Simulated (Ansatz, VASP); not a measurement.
# CdSiN2 in VASP and in Ansatz

File INCAR:

```
SYSTEM = CdSiN2
PREC = Accurate
ENCUT = 520
EDIFF = 1E-7
ISMEAR = -1
SIGMA = 0.02
LREAL = .FALSE.
LASPH = .TRUE.
NELM = 60
ALGO = Normal
ISIF = 2
LWAVE = .FALSE.
LCHARG = .FALSE.
GGA = PE
NBANDS = 36
```

File KPOINTS:

```
Automatic mesh
0
G
  6 6 2
  0 0 0
```

File POSCAR:

```
CdSiN2
1.0
    3.0819926966      0.0000000000      0.0000000000
    0.0000000000      3.0819926966      0.0000000000
    0.0000000000      0.0000000000     10.3103366374
Cd N Si
2 4 2
Direct
    0.5000000000      0.0000000000      0.8612896092
    0.0000000000      0.5000000000      0.1387103908
    0.5000000000      0.5000000000      0.0000000000
    0.0000000000      0.0000000000      0.3241738653
    0.5000000000      0.5000000000      0.5000000000
    0.0000000000      0.0000000000      0.6758261347
    0.5000000000      0.0000000000      0.3956506726
    0.0000000000      0.5000000000      0.6043493274
```

Input for Ansatz:

```yaml
crystal:
  lattice:
    - [3.0819926966, 0.0, 0.0]
    - [0.0, 3.0819926966, 0.0]
    - [0.0, 0.0, 10.3103366374]
  atoms:
    - { symbol: Cd, position: [0.5, 0.0, 0.8612896092] }
    - { symbol: "N", position: [0.5, 0.5, 0.0] }
    - { symbol: Cd, position: [0.0, 0.5, 0.1387103908] }
    - { symbol: "N", position: [0.0, 0.0, 0.3241738653] }
    - { symbol: Si, position: [0.5, 0.0, 0.3956506726] }
    - { symbol: "N", position: [0.5, 0.5, 0.5] }
    - { symbol: Si, position: [0.0, 0.5, 0.6043493274] }
    - { symbol: "N", position: [0.0, 0.0, 0.6758261347] }
kpoints:
  mp_grid: { grid: [6, 6, 2] }
hamiltonian:
  xc: pbe
scf:
  occupations: { method: fermi_dirac, width: 0.02 }
  n_extra_bands: 6
output:
  forces: true
  stress: true
  eigenvalues: true
```

Alike in both runs: task single point; functional PBE; k mesh 6 × 6 × 2; occupations fermi-dirac, width 0.02 eV; no spin polarisation.

|  | VASP | Ansatz |
| --- | --- | --- |
| version | VASP 6.6.1 | Ansatz 0.2.0 |
| potentials or method | VASP PAW PBE potentials, release 64 (Cd, N, Si) | plane waves, PAW |
| plane-wave cutoff (eV) | 520 | 420 |
| valence electrons in the cell | 52 | 68 |

```csv
,VASP,Ansatz,Ansatz less VASP
pressure (GPa),6.0,5.2,-0.85
rms of the force components (eV/Å),0.137,0.101,-0.0355
```

VASP's potentials hold 52 valence electrons a cell and Ansatz's 68, so a difference there can come from the potentials and not from the codes.
